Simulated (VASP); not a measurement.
Wanted: the native input for a VASP 6.6.1 run.

| Property | Result |
| --- | --- |
| Task | single point |
| Functional | PBE |
| Potentials or basis | VASP PAW PBE potentials, release 64 (Ti_sv, Co) |
| Cutoff | 400 eV |
| k mesh | 1 × 1 × 1, shifted |
| Occupations | fermi-dirac, width 0.1723 eV |
| Spin | no spin polarisation |
| Dipole correction | no |
| Mended | yes |
| Further INCAR settings | LREAL = Auto; ALGO = Normal; EDIFF = 1e-06; NBANDS = 98; ISYM = -1 |

The structure of TiCo lies in POSCAR:

```
TiCo
1.0
    6.2119360000     -0.0237870000      0.0571590000
   -0.0237870000      6.3309150000     -0.1234120000
    0.0571590000     -0.1234120000      6.2827850000
Ti Co
8 8
Direct
    0.1134351590      0.3509303198      0.8993269979
    0.2825004371      0.6224807379      0.2806437194
    0.0691384862      1.0432547785      0.1449999120
    0.3346532935      0.2205991452      0.4523793404
    0.6661969692      0.5703769748      0.8705824265
    0.5569828783      0.9314546396      0.1508864454
    0.9267638646      0.7579790107      0.5735970290
    0.7416367469      0.1458713732      0.7164372270
    0.5457372498      0.7809243158      0.5058342178
    0.9202690154      0.6801156598      0.1595144155
    0.9625016178      0.3445166603      0.4930206684
    0.4393424072      0.2279642848      0.1161789168
    0.3177657563      0.0084099323      0.7974335766
    0.8677397845      0.3110978075      0.1306019646
    0.2942199344      0.6740408949      0.7973373938
    0.6066597392      0.4812243766      0.3654264468
```

These files were run (other wordings do the same):

INCAR

```
PREC     = Accurate       # precision mode
ENCUT    = 400            # plane-wave cutoff, eV
EDIFF    = 1E-6           # SCF threshold, eV
ISMEAR   = -1             # smearing method
SIGMA    = 0.1723         # smearing width, eV
LREAL    = Auto         
LASPH    = T              # aspherical terms in the spheres
NELM     = 120            # most SCF steps
ALGO     = Normal         # electronic algorithm
ISIF     = 2              # what is computed and relaxed
LWAVE    = F              # write WAVECAR
LCHARG   = T              # write CHGCAR
GGA      = PE             # functional
LELF     = T              # ELF
LVHAR    = T            
NBANDS   = 98             # bands
ISYM     = -1           
GGA_COMPAT= F
```

KPOINTS

```
explicit points
1
Reciprocal
  0.25000000   0.25000000   0.25000000 1
```

Potentials or basis: VASP PAW PBE potentials, release 64 (Ti_sv, Co).

Launch:

```console
$ cat potpaw_PBE.64/Ti_sv/POTCAR potpaw_PBE.64/Co/POTCAR > POTCAR
$ mpirun -np 1 vasp_std > vasp.out
```

Results of the run:

```yaml
Pressure: -3.6 GPa
Largest_force: 3.457 eV/Å
```

Caveat: the atoms stand as in a frame of molecular dynamics; the run has no spin polarisation, though such a crystal can be magnetic.

Wall time 110 s on 1 thread of AMD EPYC 7R43 64-Core Processor (Zen 3), on a shared host, peak memory 0.21 GiB.
